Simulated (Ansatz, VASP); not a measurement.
**Tl: VASP beside Ansatz**

```
Tl
1.0
    -1.92469    1.92469    1.92469
     1.92469   -1.92469    1.92469
     1.92469    1.92469   -1.92469
Tl
1
Direct
  0.00000 0.00000 0.00000
```

Change from the starting cell: volume scaled by 0.975.

Alike in both runs: task single point; functional PBE; k mesh 13 × 13 × 13; occupations fermi-dirac, width 0.05 eV; no spin polarisation.

|  | VASP | Ansatz |
| --- | --- | --- |
| version | VASP 6.6.1 | Ansatz 0.2.0 |
| potentials or method | VASP PAW PBE potentials, release 64 (Tl_d), cutoff 520 eV | all-electron LAPW, scalar-relativistic |

|  | VASP | Ansatz | Ansatz less VASP |
| --- | --- | --- | --- |
| pressure (GPa) | 3.2 | 3.3 | +0.07 |

Ansatz ran all-electron here, and VASP with PAW potentials.

Neither program's run includes spin-orbit coupling.
